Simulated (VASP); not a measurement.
# Sr2CuO3 (Immm) in VASP: single point with LDA

Aim: the single point of Sr2CuO3 with LDA.

All numbers are computed with VASP 6.6.1; they aren't measurements. Logs are shortened: lines on timing, memory, paths and dates and some standing lists are left out, and cuts for length are marked.

### 1 The cell of the first run

The structure is orthorhombic, space group Immm (No. 71). Conventional cell: a = 3.507 Å, b = 3.921 Å, c = 12.731 Å, α = 90.00°, β = 90.00°, γ = 90.00°. Within 2.6 Å of O (site symmetry mmm) lie 2 Cu at 1.96 Å and 4 Sr at 2.55 Å. Within 2.8 Å of O (site symmetry mm2) lie 1 Cu at 1.94 Å and 5 Sr at 2.57 to 2.63 Å and 2 O at 2.76 Å. Within 4.0 Å of Sr (site symmetry mm2) lie 7 O at 2.55 to 2.63 Å and 4 Cu at 3.22 Å and 9 Sr at 3.51 to 3.92 Å. Cu (site symmetry mmm) has 4 O at 1.94 to 1.96 Å within 2.6 Å.

### 2 Single point, LDA

INCAR

```
  ALGO = Normal
  EDIFF = 1E-7
  ENCUT = 520
  GGA = CA
  ISIF = 2
  ISMEAR = -1
  LASPH = T
  LCHARG = F
  LREAL = F
  LWAVE = F
  NBANDS = 34
  NELM = 60
  PREC = Accurate
  SIGMA = 0.1002
```

KPOINTS

```
k-points
0
Gamma
  5 5 5
```

POSCAR

```
Sr2CuO3
1.0
   -0.0000001377      0.0000000000      3.5073310000
    0.0000000000     -3.9205180000      0.0000000000
    6.3656470689      1.9602590000     -1.7536652500
O Sr Cu
3 2 1
Direct
    0.0000000000      0.0000000000      0.0000000000
    0.1523357421      0.6523357421      0.3046714842
    0.8476642579      0.3476642579      0.6953285158
    0.3540693673      0.8540693673      0.7081387347
    0.6459306327      0.1459306327      0.2918612653
    0.0000000000      0.5000000000      0.0000000000
```

Potentials or basis: VASP PAW LDA potentials, release 64 (O, Sr_sv, Cu).

Run with:

```bash
$ cat potpaw_LDA.64/O/POTCAR potpaw_LDA.64/Sr_sv/POTCAR potpaw_LDA.64/Cu/POTCAR > POTCAR
$ mpirun -np 1 vasp_std > vasp.out
```

OUTCAR:

```text
EDIFF = 1E-7
   ENCUT = 520
   GGA = CA
   ISIF = 2
   ISMEAR = -1
   LASPH = T
   LREAL = F
   NELM = 60
   PREC = Accurate

 ion  position               nearest neighbor table
   1  0.000  0.000  0.000-   6 1.96   6 1.96   4 2.55   5 2.55   5 2.55   4 2.55
   2  0.152  0.652  0.305-   6 1.94   4 2.57   5 2.63   5 2.63   5 2.63   5 2.63
   3  0.848  0.348  0.695-   6 1.94   5 2.57   4 2.63   4 2.63   4 2.63   4 2.63
   4  0.354  0.854  0.708-   1 2.55   1 2.55   2 2.57   3 2.63   3 2.63   3 2.63   3 2.63   6 3.22
                             6 3.22   6 3.22   6 3.22   5 3.72   5 3.73   5 3.73   5 3.73   5 3.73
   5  0.646  0.146  0.292-   1 2.55   1 2.55   3 2.57   2 2.63   2 2.63   2 2.63   2 2.63   6 3.22
                             6 3.22   6 3.22   6 3.22   4 3.72   4 3.73   4 3.73   4 3.73   4 3.73
   6  0.000  0.500  0.000-   2 1.94   3 1.94   1 1.96   1 1.96   5 3.22   4 3.22   5 3.22   4 3.22
                             4 3.22   5 3.22   5 3.22   4 3.22

  LATTYP: Found a body centered orthorhombic cell.
 ALAT       =     3.5073310000
 B/A-ratio  =     1.1178066741
 C/A-ratio  =     3.6299094668

  Lattice vectors:

 A1 = (  -6.3656470689,  -1.9602590000,   1.7536652500)
 A2 = (  -6.3656469312,   1.9602590000,  -1.7536657500)
 A3 = (   6.3656470689,  -1.9602590000,  -1.7536652500)

Analysis of symmetry for initial positions (statically):
=====================================================================
 Subroutine PRICEL returns:
 Original cell was already a primitive cell.

 Routine SETGRP: Setting up the symmetry group for a
 body centered orthorhombic supercell.

 Subroutine GETGRP returns: Found  8 space group operations
 (whereof  8 operations were pure point group operations)
 out of a pool of  8 trial point group operations.

The static configuration has the point symmetry D_2h.

Analysis of symmetry for dynamics (positions and initial velocities):
=====================================================================
 Subroutine PRICEL returns:
 Original cell was already a primitive cell.

 Routine SETGRP: Setting up the symmetry group for a
 body centered orthorhombic supercell.

 Subroutine GETGRP returns: Found  8 space group operations
 (whereof  8 operations were pure point group operations)
 out of a pool of  8 trial point group operations.

The dynamic configuration has the point symmetry D_2h.

 Subroutine INISYM returns: Found  8 space group operations
 (whereof  8 operations are pure point group operations),
 and found     1 'primitive' translations

----------------------------------------------------------------------------------------

                                     Primitive cell

  volume of cell :      87.5312

  direct lattice vectors                    reciprocal lattice vectors
    -0.000000138  0.000000000  3.507331000     0.078546600  0.000000000  0.285117091
     0.000000000 -3.920518000  0.000000000     0.078546611 -0.255068335  0.000000003
     6.365647069  1.960259000 -1.753665250     0.157093222  0.000000000  0.000000006

  length of vectors
     3.507331000  3.920518000  6.887628021     0.295738607  0.266888415  0.157093222

  position of ions in fractional coordinates (direct lattice)
     0.000000000  0.000000000  0.000000000
     0.152335742  0.652335742  0.304671484
     0.847664258  0.347664258  0.695328516
     0.354069367  0.854069367  0.708138735
     0.645930633  0.145930633  0.291861265
     0.000000000  0.500000000  0.000000000

  ion indices of the primitive-cell ions
   primitive index   ion index
                 1           1
                 2           2
                 3           3
                 4           4
                 5           5
                 6           6

----------------------------------------------------------------------------------------

 KPOINTS: k-points

Automatic generation of k-mesh.
 Grid dimensions read from file:
 generate k-points for:    5    5    5

 Generating k-lattice:

  Cartesian coordinates                     Fractional coordinates (reciprocal lattice)
     0.015709320  0.000000000  0.057023418     0.200000000  0.000000000  0.000000000
     0.015709322 -0.051013667  0.000000001    -0.000000000  0.200000000  0.000000000
     0.031418644  0.000000000  0.000000001    -0.000000000  0.000000000  0.200000000

  Length of vectors
     0.059147721  0.053377683  0.031418644

  Shift w.r.t. Gamma in fractional coordinates (k-lattice)
     0.000000000  0.000000000  0.000000000

 Subroutine IBZKPT returns following result:
 ===========================================

 Found     27 irreducible k-points:

 Following reciprocal coordinates:
            Coordinates               Weight
  0.000000  0.000000  0.000000      1.000000
  0.200000  0.000000  0.000000      4.000000
  0.400000  0.000000  0.000000      4.000000
 -0.000000  0.200000 -0.000000      4.000000
  0.200000  0.200000  0.000000      8.000000
  0.400000  0.200000 -0.000000      8.000000
[... 16 lines left out ...]
 -0.400000  0.400000  0.200000      8.000000
  0.000000 -0.400000  0.200000      2.000000
 [... further k-points ...]
   k-points           NKPTS =     27   k-points in BZ     NKDIM =     27   number of bands    NBANDS=     34
   number of dos      NEDOS =    301   number of ions     NIONS =      6
   total plane-waves  NPLWV =  45360
   dimension x,y,z NGX =    28 NGY =   30 NGZ =   54
   dimension x,y,z NGXF=    56 NGYF=   60 NGZF=  108
   ions per type =               3   2   1
   NGX,Y,Z   is equivalent  to a cutoff of  13.27, 12.72, 13.03 a.u.
   NGXF,Y,Z  is equivalent  to a cutoff of  26.54, 25.44, 26.07 a.u.
 SYSTEM =  unknown system
   PREC   = accura    normal or accurate (medium, high low for compatibility)
   ISTART =      0    job   : 0-new  1-cont  2-samecut
   ICHARG =      2    charge: 1-file 2-atom 10-const
   ISPIN  =      1    spin polarized calculation?
   LNONCOLLINEAR =      F non collinear calculations
   LSORBIT =      F    spin-orbit coupling
   LASPH  =      T    aspherical Exc in radial PAW
   ENCUT  =  520.0 eV  38.22 Ry    6.18 a.u.   6.52  7.29 12.81*2*pi/ulx,y,z
   NELM   =     60;   NELMIN=  2; NELMDL= -5     # of ELM steps
   EDIFF  = 0.1E-06   stopping-criterion for ELM
   LREAL  =      F    real-space projection
   EDIFFG = 0.1E-05   stopping-criterion for IOM
   NSW    =      0    number of steps for IOM
   IBRION =     -1    ionic relax: 0-MD 1-quasi-New 2-CG
   NFREE  =      0    steps in history (QN), initial steepest desc. (CG)
   ISIF   =      2    stress and relaxation
   ISYM   =      2    0-nonsym 1-usesym 2-fastsym
   POTIM  = 0.5000    time-step for ionic-motion
   TEBEG  =    0.0;   TEEND  =   0.0 temperature during run
   PSTRESS=    0.0 pullay stress
   NELECT =      49.0000    total number of electrons
   NUPDOWN=      -1.0000    fix difference up-down
   EMIN   =  10.00;   EMAX   =-10.00  energy-range for DOS
   EFERMI =   0.00;   METHOD = LEGACY
   ISMEAR =    -1;   SIGMA  =   0.10  broadening in eV -4-tet -1-fermi 0-gaus
   EFERMI_NEDOS =   21; number of points for ismear=-14 and -15
   IALGO  =     38    algorithm
   IMIX   =      4    mixing-type and parameters
     AMIX     =   0.40;   BMIX     =  1.00
     AMIX_MAG =   1.60;   BMIX_MAG =  1.00
  volume/ion in A,a.u.               =      14.59        98.45
  Fermi-wavevector in a.u.,A,eV,Ry     =   1.349230  2.549675 24.768334  1.820421
  Thomas-Fermi vector in A             =   2.476834
   LORBIT       =      0    0 simple, 1 ext, 2 COOP (PROOUT), +10 PAW based schemes
   GGA     = CA    functional components
   LHFCALC =     F    Hartree Fock is set to
   AEXX    =    0.0000 exact exchange contribution
   IVDW    =     0    specifies the selected vdW correction
   LEPSILON=     F    determine dielectric tensor
   LRPA    =     F    only Hartree local field effects (RPA)
 non-spin polarized calculation
  energy-cutoff  :      520.00
  volume of cell :       87.53
 maximum number of plane-waves:      2383
 NGX is ok and might be reduce to    28
   NGX = 13   NGY = 15   NGZ = 25

 number of electron      49.0000007 magnetization

 Free energy of the ion-electron system (eV)
  ---------------------------------------------------
  ext. energy  EPLUGINS =         0.00000000
  ---------------------------------------------------
  free energy    TOTEN  =       -38.87987782 eV

  energy without entropy =      -38.83601916  energy(sigma->0) =      -38.85794849

 E-fermi :   3.3730     XC(G=0): -11.0059

 val. band max:        3.3268803788   @ k =   0.4000   0.2000   0.2000
 cond. band min:       4.0314789215   @ k =   0.0000  -0.4000   0.2000
 fundamental gap:      0.7045985428
 Fermi energy:         3.3730169573

 k-point     1 :       0.0000    0.0000    0.0000
  band No.  band energies     occupation
      1     -30.0479      2.00000
      2     -29.9545      2.00000
      3     -14.6860      2.00000
      4     -13.6543      2.00000
      5     -13.4289      2.00000
      6     -12.2105      2.00000
[... 26 lines left out ...]
     33      10.4494      0.00000
     34      10.6244      0.00000

 k-point     2 :       0.2000    0.0000    0.0000
  band No.  band energies     occupation
      1     -30.0143      2.00000
      2     -29.9388      2.00000
      3     -14.7163      2.00000
      4     -13.8362      2.00000
      5     -13.6746      2.00000
      6     -12.1492      2.00000
[... 26 lines left out ...]
     33      10.7548      0.00000
     34      11.0613      0.00000

 k-point     3 :       0.4000    0.0000    0.0000
  band No.  band energies     occupation
      1     -29.9526      2.00000
      2     -29.9197      2.00000
      3     -14.9977      2.00000
      4     -14.1510      2.00000
      5     -13.4812      2.00000
      6     -12.2221      2.00000
[... 26 lines left out ...]
     33      11.1724      0.00000
     34      12.2161      0.00000

 k-point     4 :      -0.0000    0.2000   -0.0000
  band No.  band energies     occupation
      1     -30.0313      2.00000
      2     -29.9548      2.00000
      3     -14.6175      2.00000
      4     -13.9631      2.00000
      5     -13.7771      2.00000
      6     -12.0644      2.00000
[... 26 lines left out ...]
     33      10.2440      0.00000
     34      11.0965      0.00000

 k-point     5 :       0.2000    0.2000    0.0000
  band No.  band energies     occupation
      1     -29.9973      2.00000
      2     -29.9407      2.00000
      3     -14.6743      2.00000
      4     -13.9350      2.00000
      5     -13.7005      2.00000
      6     -12.2917      2.00000
[... 621 lines left out ...]
 k-point    22 :       0.2000    0.4000    0.2000
  band No.  band energies     occupation
      1     -29.9582      2.00000
      2     -29.9554      2.00000
      3     -14.5830      2.00000
      4     -14.0395      2.00000
      5     -13.9191      2.00000
      6     -12.1920      2.00000
[... 26 lines left out ...]
     33      11.2692      0.00000
     34      11.5694      0.00000

 k-point    23 :      -0.4000    0.4000    0.2000
  band No.  band energies     occupation
      1     -29.9296      2.00000
      2     -29.9082      2.00000
      3     -14.4834      2.00000
      4     -13.6990      2.00000
      5     -13.5937      2.00000
      6     -12.5720      2.00000
[... 26 lines left out ...]
     33      11.9074      0.00000
     34      12.0417      0.00000

 k-point    24 :       0.0000   -0.4000    0.2000
  band No.  band energies     occupation
      1     -30.0018      2.00000
      2     -29.9579      2.00000
      3     -14.5270      2.00000
      4     -14.2568      2.00000
      5     -14.2164      2.00000
      6     -12.0614      2.00000
[... 26 lines left out ...]
     33      10.9789      0.00000
     34      11.6071      0.00000

 [... further k-points ...]
[... 5 lines left out ...]
  --------------------------------------------------------------------------------------
  -------------------------------------------------------------------------------------
  Total       -4.1259341     -3.1908207     -2.5872543      0.0000000     -0.0000000     -0.0000001
  in kB      -75.5214133    -58.4050262    -47.3573014      0.0000000     -0.0000000     -0.0000011
  external PRESSURE =     -60.4279136 kB  Pullay stress =       0.0000000 kB

 VOLUME and BASIS-vectors are now :
 -----------------------------------------------------------------------------
  energy-cutoff  :      520.00
  volume of cell :       87.53
      direct lattice vectors                 reciprocal lattice vectors
    -0.000000138  0.000000000  3.507331000     0.078546600  0.000000000  0.285117091
     0.000000000 -3.920518000  0.000000000     0.078546611 -0.255068335  0.000000003
     6.365647069  1.960259000 -1.753665250     0.157093222  0.000000000  0.000000006

 POSITION                                       TOTAL-FORCE (eV/Angst)
 -----------------------------------------------------------------------------------
      0.00000      0.00000      0.00000        -0.000000      0.000000     -0.000000
      1.93943     -1.96026      0.00000         0.044833     -0.000000      0.000000
      4.42622      0.00000      1.75367        -0.044833      0.000000     -0.000000
      4.50776     -1.96026      0.00000        -0.024076      0.000000     -0.000000
      1.85789     -0.00000      1.75367         0.024076     -0.000000      0.000000
      0.00000     -1.96026      0.00000        -0.000000      0.000000     -0.000000
 -----------------------------------------------------------------------------------
    total drift:                               -0.000000     -0.000000     -0.000000

  FREE ENERGIE OF THE ION-ELECTRON SYSTEM (eV)
  ---------------------------------------------------
  free  energy   TOTEN  =       -38.8798778226 eV

  energy  without entropy=      -38.8360191612  energy(sigma->0) =      -38.85794849
```

It took 79 s on 1 thread of Intel Xeon Platinum 8488C (Sapphire Rapids), shared host; peak memory 0.21 GiB.

Results:

- Free energy: -38.8799 eV
- Pressure: -6.0 GPa
- Largest force: 0.045 eV/Å
- Band gap on the k mesh: zero (an odd number of electrons rules out a gap without spin polarisation)

Forces in eV/Å, atoms in the order of the input:
```
O    0.000  0.000  0.000
O    0.045  0.000  0.000
O   -0.045  0.000  0.000
Sr  -0.024  0.000  0.000
Sr   0.024  0.000  0.000
Cu   0.000  0.000  0.000
```

Stress tensor (GPa, compression positive):
```
-7.55  0.00  0.00
 0.00 -5.84  0.00
 0.00  0.00 -4.74
```

Caveat: the k points lie up to 0.37 Å⁻¹ apart, too coarse for converged energies and pressures of a metal; an odd number of electrons without spin polarisation forces a metal; a magnetic or distorted state may lie lower; semilocal functionals often make such compounds metallic where correlation or magnetic order opens a gap, which also shifts bond lengths.

The gap in the log of VASP goes by the Fermi energy; the results here count the filled bands.